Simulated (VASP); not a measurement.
# Rh (Im-3m) in VASP: notebook

The runs below take Rh through single point, with PBE.

Program: VASP 6.6.1. These are calculated values, not measurements. Logs are shortened: lines on timing, memory, paths and dates and some standing lists are left out, and cuts for length are marked.

## (1) The cell of the first run

The structure is cubic, space group Im-3m (No. 229). Conventional cell: a = 2.981 Å, b = 2.981 Å, c = 2.981 Å, α = 90.00°, β = 90.00°, γ = 90.00°. Within 3.4 Å of Rh (site symmetry m-3m) lie 14 Rh at 2.58 to 2.98 Å.

This isn't the form of Rh at room conditions, which is fcc.

## (2) Single point, PBE

The input, INCAR:

```
SYSTEM = Rh
PREC = Accurate
ENCUT = 520
EDIFF = 1E-6
ISMEAR = -1
SIGMA = 0.05
LREAL = .FALSE.
LASPH = .TRUE.
NELM = 100
ALGO = Normal
ISIF = 2
LWAVE = .FALSE.
LCHARG = .FALSE.
GGA = PE
NBANDS = 14
```

The input, KPOINTS:

```
regular mesh
0
G
  18 18 18
  0 0 0
```

The input, POSCAR:

```
Rh
1.0
   -1.4904610754      1.4904610754      1.4904610754
    1.4904610754     -1.4904610754      1.4904610754
    1.4904610754      1.4904610754     -1.4904610754
Rh
1
Direct
    0.0000000000      0.0000000000      0.0000000000
```

Potentials or basis: VASP PAW PBE potentials, release 64 (Rh_pv).

Started as:

```
> cat potpaw_PBE.64/Rh_pv/POTCAR > POTCAR
> mpirun -np 1 vasp_std > vasp.out
```

OUTCAR:

```text
SYSTEM = Rh
   PREC = Accurate
   ENCUT = 520
   EDIFF = 1E-6
   ISMEAR = -1
   LREAL = .FALSE.
   LASPH = .TRUE.
   NELM = 100
   ISIF = 2
   GGA = PE

 ion  position               nearest neighbor table
   1  0.000  0.000  0.000-

  LATTYP: Found a body centered cubic cell.
 ALAT       =     2.9809221508

  Lattice vectors:

 A1 = (  -1.4904610754,   1.4904610754,   1.4904610754)
 A2 = (   1.4904610754,  -1.4904610754,   1.4904610754)
 A3 = (   1.4904610754,   1.4904610754,  -1.4904610754)

Analysis of symmetry for initial positions (statically):
=====================================================================
 Subroutine PRICEL returns:
 Original cell was already a primitive cell.

 Routine SETGRP: Setting up the symmetry group for a
 body centered cubic supercell.

 Subroutine GETGRP returns: Found 48 space group operations
 (whereof 48 operations were pure point group operations)
 out of a pool of 48 trial point group operations.

The static configuration has the point symmetry O_h .

Analysis of symmetry for dynamics (positions and initial velocities):
=====================================================================
 Subroutine PRICEL returns:
 Original cell was already a primitive cell.

 Routine SETGRP: Setting up the symmetry group for a
 body centered cubic supercell.

 Subroutine GETGRP returns: Found 48 space group operations
 (whereof 48 operations were pure point group operations)
 out of a pool of 48 trial point group operations.

The dynamic configuration has the point symmetry O_h .

 Subroutine INISYM returns: Found 48 space group operations
 (whereof 48 operations are pure point group operations),
 and found     1 'primitive' translations

----------------------------------------------------------------------------------------

                                     Primitive cell

  volume of cell :      13.2441

  direct lattice vectors                    reciprocal lattice vectors
    -1.490461075  1.490461075  1.490461075     0.000000000  0.335466661  0.335466661
     1.490461075 -1.490461075  1.490461075     0.335466661  0.000000000  0.335466661
     1.490461075  1.490461075 -1.490461075     0.335466661  0.335466661  0.000000000

  length of vectors
     2.581554309  2.581554309  2.581554309     0.474421501  0.474421501  0.474421501

  position of ions in fractional coordinates (direct lattice)
     0.000000000  0.000000000  0.000000000

  ion indices of the primitive-cell ions
   primitive index   ion index
[... 75 lines left out ...]
   EDIFFG = 0.1E-04   stopping-criterion for IOM
   NSW    =      0    number of steps for IOM
   IBRION =     -1    ionic relax: 0-MD 1-quasi-New 2-CG
   NFREE  =      0    steps in history (QN), initial steepest desc. (CG)
   ISIF   =      2    stress and relaxation
   ISYM   =      2    0-nonsym 1-usesym 2-fastsym
   POTIM  = 0.5000    time-step for ionic-motion
   TEBEG  =    0.0;   TEEND  =   0.0 temperature during run
   PSTRESS=    0.0 pullay stress
   NELECT =      15.0000    total number of electrons
   NUPDOWN=      -1.0000    fix difference up-down
   EMIN   =  10.00;   EMAX   =-10.00  energy-range for DOS
   EFERMI =   0.00;   METHOD = LEGACY
   ISMEAR =    -1;   SIGMA  =   0.05  broadening in eV -4-tet -1-fermi 0-gaus
   EFERMI_NEDOS =   21; number of points for ismear=-14 and -15
   IALGO  =     38    algorithm
   IMIX   =      4    mixing-type and parameters
     AMIX     =   0.40;   BMIX     =  1.00
     AMIX_MAG =   1.60;   BMIX_MAG =  1.00
  volume/ion in A,a.u.               =      13.24        89.38
  Fermi-wavevector in a.u.,A,eV,Ry     =   1.706467  3.224755 39.620578  2.912030
  Thomas-Fermi vector in A             =   2.785498
   LORBIT       =      0    0 simple, 1 ext, 2 COOP (PROOUT), +10 PAW based schemes
   GGA     = PE    functional components
   LHFCALC =     F    Hartree Fock is set to
   AEXX    =    0.0000 exact exchange contribution
   IVDW    =     0    specifies the selected vdW correction
   LEPSILON=     F    determine dielectric tensor
   LRPA    =     F    only Hartree local field effects (RPA)
 non-spin polarized calculation
  energy-cutoff  :      520.00
  volume of cell :       13.24
 maximum number of plane-waves:       370
   NGX =  9   NGY =  9   NGZ =  9

 number of electron      15.0000001 magnetization

 Free energy of the ion-electron system (eV)
  ---------------------------------------------------
  ext. energy  EPLUGINS =         0.00000000
  ---------------------------------------------------
  free energy    TOTEN  =        -6.82109958 eV

  energy without entropy =       -6.80174902  energy(sigma->0) =       -6.81142430

 E-fermi :  12.4208     XC(G=0): -14.2539

 val. band max:       12.4206976610   @ k =   0.2778   0.2222   0.0556
 cond. band min:      12.4278619041   @ k =  -0.2222   0.3889   0.0556
 fundamental gap:      0.0071642431
 Fermi energy:        12.4207925496

 k-point     1 :       0.0000    0.0000    0.0000
  band No.  band energies     occupation
      1     -33.6733      2.00000
      2     -33.6733      2.00000
      3     -33.6733      2.00000
      4       4.3749      2.00000
      5       9.2702      2.00000
      6       9.2702      2.00000
      7       9.2702      2.00000
      8      11.9144      1.99992
      9      11.9144      1.99992
     10      30.9687      0.00000
     11      30.9687      0.00000
     12      30.9687      0.00000
     13      33.3547      0.00000
     14      41.7129      0.00000
[... 377 lines left out ...]
      1     -34.4693      2.00000
      2     -33.9768      2.00000
      3     -33.7121      2.00000
      4       6.5071      2.00000
      5       7.7751      2.00000
      6      11.1264      2.00000
      7      11.8010      1.99999
      8      12.8501      0.00037
      9      15.7196      0.00000
     10      22.9630      0.00000
     11      27.3592      0.00000
     12      30.7979      0.00000
     13      33.3572      0.00000
     14      38.0498      0.00000

 [... further k-points ...]
[... 5 lines left out ...]
  --------------------------------------------------------------------------------------
  -------------------------------------------------------------------------------------
  Total        2.1542047      2.1542047      2.1542047      0.0000000     -0.0000000      0.0000000
  in kB      260.6007458    260.6007458    260.6007458      0.0000000     -0.0000000      0.0000000
  external PRESSURE =     260.6007458 kB  Pullay stress =       0.0000000 kB

 VOLUME and BASIS-vectors are now :
 -----------------------------------------------------------------------------
  energy-cutoff  :      520.00
  volume of cell :       13.24
      direct lattice vectors                 reciprocal lattice vectors
    -1.490461075  1.490461075  1.490461075     0.000000000  0.335466661  0.335466661
     1.490461075 -1.490461075  1.490461075     0.335466661  0.000000000  0.335466661
     1.490461075  1.490461075 -1.490461075     0.335466661  0.335466661  0.000000000

 POSITION                                       TOTAL-FORCE (eV/Angst)
 -----------------------------------------------------------------------------------
      0.00000      0.00000      0.00000         0.000000     -0.000000      0.000000
 -----------------------------------------------------------------------------------
    total drift:                                0.000000     -0.000000      0.000000

  FREE ENERGIE OF THE ION-ELECTRON SYSTEM (eV)
  ---------------------------------------------------
  free  energy   TOTEN  =        -6.8210995826 eV

  energy  without entropy=       -6.8017490213  energy(sigma->0) =       -6.81142430
```

stdout:

```text
POSCAR found type information on POSCAR Rh
 POSCAR found :  1 types and       1 ions
 scaLAPACK will be used
 LDA part: xc-table for (Slater+PW92), standard interpolation
 POSCAR, INCAR and KPOINTS ok, starting setup
 FFT: planning ... GRIDC
 FFT: planning ... GRID_SOFT
 FFT: planning ... GRID
 WAVECAR not read
 entering main loop
```

Wall time 40 s (1 thread of Intel Xeon Platinum 8259CL at 2.50GHz (Skylake/Cascade Lake), shared host); peak memory 0.15 GiB.

What came out:

```
Free energy            : -6.8211 eV
Pressure               : 26.1 GPa
Band gap on the k mesh : zero (an odd number of electrons rules out a gap without spin polarisation)
```

Levels at points of the mesh, in eV from the Fermi level:
```
           k point  band 3  band 4  band 5  band 6  band 7  band 8  band 9  band 10  band 11  band 12
(0.00, 0.00, 0.00)  -46.09   -8.05   -3.15   -3.15   -3.15   -0.51   -0.51    18.55    18.55    18.55
(0.50, 0.00, 0.00)  -46.10   -6.28   -4.80   -0.56   -0.11    1.32    1.76     9.99    14.71    19.14
(0.50, 0.50, 0.50)  -46.70   -6.34   -6.34    1.20    1.20    1.20    9.77     9.77     9.77    20.03
```

Caveat: the cell stands under pressure.

## (3) Single point, PBE

The input, INCAR:

```
SYSTEM = Rh
ALGO = Normal
EDIFF = 1E-6
ENCUT = 520
GGA = PE
ISIF = 2
ISMEAR = -1
LASPH = .TRUE.
LCHARG = .FALSE.
LREAL = .FALSE.
LWAVE = .FALSE.
NBANDS = 14
NELM = 100
PREC = Accurate
SIGMA = 0.05
```

The input, KPOINTS:

```
k-points
0
G
  18 18 18
  0 0 0
```

The input, POSCAR:

```
Rh
1.0
   -1.4903440594      1.4903440594      1.4903440594
    1.4903440594     -1.4903440594      1.4903440594
    1.4903440594      1.4903440594     -1.4903440594
Rh
1
Direct
    0.0000000000      0.0000000000      0.0000000000
```

Potentials or basis: VASP PAW PBE potentials, release 64 (Rh_pv).

Started as:

```
> cat potpaw_PBE.64/Rh_pv/POTCAR > POTCAR
> mpirun -np 1 vasp_std > vasp.out
```

OUTCAR:

```text
SYSTEM = Rh
   EDIFF = 1E-6
   ENCUT = 520
   GGA = PE
   ISIF = 2
   ISMEAR = -1
   LASPH = .TRUE.
   LREAL = .FALSE.
   NELM = 100
   PREC = Accurate

 ion  position               nearest neighbor table
   1  0.000  0.000  0.000-

  LATTYP: Found a body centered cubic cell.
 ALAT       =     2.9806881188

  Lattice vectors:

 A1 = (  -1.4903440594,   1.4903440594,   1.4903440594)
 A2 = (   1.4903440594,  -1.4903440594,   1.4903440594)
 A3 = (   1.4903440594,   1.4903440594,  -1.4903440594)

Analysis of symmetry for initial positions (statically):
=====================================================================
 Subroutine PRICEL returns:
 Original cell was already a primitive cell.

 Routine SETGRP: Setting up the symmetry group for a
 body centered cubic supercell.

 Subroutine GETGRP returns: Found 48 space group operations
 (whereof 48 operations were pure point group operations)
 out of a pool of 48 trial point group operations.

The static configuration has the point symmetry O_h .

Analysis of symmetry for dynamics (positions and initial velocities):
=====================================================================
 Subroutine PRICEL returns:
 Original cell was already a primitive cell.

 Routine SETGRP: Setting up the symmetry group for a
 body centered cubic supercell.

 Subroutine GETGRP returns: Found 48 space group operations
 (whereof 48 operations were pure point group operations)
 out of a pool of 48 trial point group operations.

The dynamic configuration has the point symmetry O_h .

 Subroutine INISYM returns: Found 48 space group operations
 (whereof 48 operations are pure point group operations),
 and found     1 'primitive' translations

----------------------------------------------------------------------------------------

                                     Primitive cell

  volume of cell :      13.2410

[... 106 lines left out ...]
     AMIX_MAG =   1.60;   BMIX_MAG =  1.00
  volume/ion in A,a.u.               =      13.24        89.35
  Fermi-wavevector in a.u.,A,eV,Ry     =   1.706601  3.225009 39.626800  2.912488
  Thomas-Fermi vector in A             =   2.785607
   LORBIT       =      0    0 simple, 1 ext, 2 COOP (PROOUT), +10 PAW based schemes
   GGA     = PE    functional components
   LHFCALC =     F    Hartree Fock is set to
   AEXX    =    0.0000 exact exchange contribution
   IVDW    =     0    specifies the selected vdW correction
   LEPSILON=     F    determine dielectric tensor
   LRPA    =     F    only Hartree local field effects (RPA)
 non-spin polarized calculation
  energy-cutoff  :      520.00
  volume of cell :       13.24
 maximum number of plane-waves:       370
   NGX =  9   NGY =  9   NGZ =  9

 number of electron      15.0000001 magnetization

 Free energy of the ion-electron system (eV)
  ---------------------------------------------------
  ext. energy  EPLUGINS =         0.00000000
  ---------------------------------------------------
  free energy    TOTEN  =        -6.82059109 eV

  energy without entropy =       -6.80124663  energy(sigma->0) =       -6.81091886

 E-fermi :  12.4252     XC(G=0): -14.2555

 val. band max:       12.4251280337   @ k =   0.2778   0.2222   0.0556
 cond. band min:      12.4322861952   @ k =  -0.2222   0.3889   0.0556
 fundamental gap:      0.0071581615
 Fermi energy:        12.4252048484

 k-point     1 :       0.0000    0.0000    0.0000
  band No.  band energies     occupation
      1     -33.6692      2.00000
      2     -33.6692      2.00000
      3     -33.6692      2.00000
      4       4.3776      2.00000
      5       9.2734      2.00000
      6       9.2734      2.00000
      7       9.2734      2.00000
      8      11.9185      1.99992
      9      11.9185      1.99992
     10      30.9734      0.00000
     11      30.9734      0.00000
     12      30.9734      0.00000
     13      33.3586      0.00000
     14      41.7207      0.00000
[... 377 lines left out ...]
      1     -34.4658      2.00000
      2     -33.9730      2.00000
      3     -33.7080      2.00000
      4       6.5095      2.00000
      5       7.7778      2.00000
      6      11.1303      2.00000
      7      11.8052      1.99999
      8      12.8547      0.00037
      9      15.7249      0.00000
     10      22.9701      0.00000
     11      27.3645      0.00000
     12      30.8050      0.00000
     13      33.3611      0.00000
     14      38.0573      0.00000

 [... further k-points ...]
[... 5 lines left out ...]
  --------------------------------------------------------------------------------------
  -------------------------------------------------------------------------------------
  Total        2.1606600      2.1606600      2.1606600      0.0000000      0.0000000      0.0000000
  in kB      261.4432324    261.4432324    261.4432324      0.0000000      0.0000000      0.0000000
  external PRESSURE =     261.4432324 kB  Pullay stress =       0.0000000 kB

 VOLUME and BASIS-vectors are now :
 -----------------------------------------------------------------------------
  energy-cutoff  :      520.00
  volume of cell :       13.24
      direct lattice vectors                 reciprocal lattice vectors
    -1.490344059  1.490344059  1.490344059     0.000000000  0.335493000  0.335493000
     1.490344059 -1.490344059  1.490344059     0.335493000  0.000000000  0.335493000
     1.490344059  1.490344059 -1.490344059     0.335493000  0.335493000  0.000000000

 POSITION                                       TOTAL-FORCE (eV/Angst)
 -----------------------------------------------------------------------------------
      0.00000      0.00000      0.00000        -0.000000      0.000000     -0.000000
 -----------------------------------------------------------------------------------
    total drift:                                0.000000     -0.000000      0.000000

  FREE ENERGIE OF THE ION-ELECTRON SYSTEM (eV)
  ---------------------------------------------------
  free  energy   TOTEN  =        -6.8205910945 eV

  energy  without entropy=       -6.8012466290  energy(sigma->0) =       -6.81091886
```

stdout:

```text
POSCAR found type information on POSCAR Rh
 POSCAR found :  1 types and       1 ions
 scaLAPACK will be used
 LDA part: xc-table for (Slater+PW92), standard interpolation
 POSCAR, INCAR and KPOINTS ok, starting setup
 FFT: planning ... GRIDC
 FFT: planning ... GRID_SOFT
 FFT: planning ... GRID
 WAVECAR not read
 entering main loop
```

It took 24 s on 1 thread of Intel Xeon Platinum 8259CL at 2.50GHz (Skylake/Cascade Lake), shared host; peak memory 0.15 GiB.

What came out:

```
Free energy            : -6.8206 eV
Pressure               : 26.1 GPa
Band gap on the k mesh : zero (an odd number of electrons rules out a gap without spin polarisation)
```

Caveat: the cell stands under pressure.
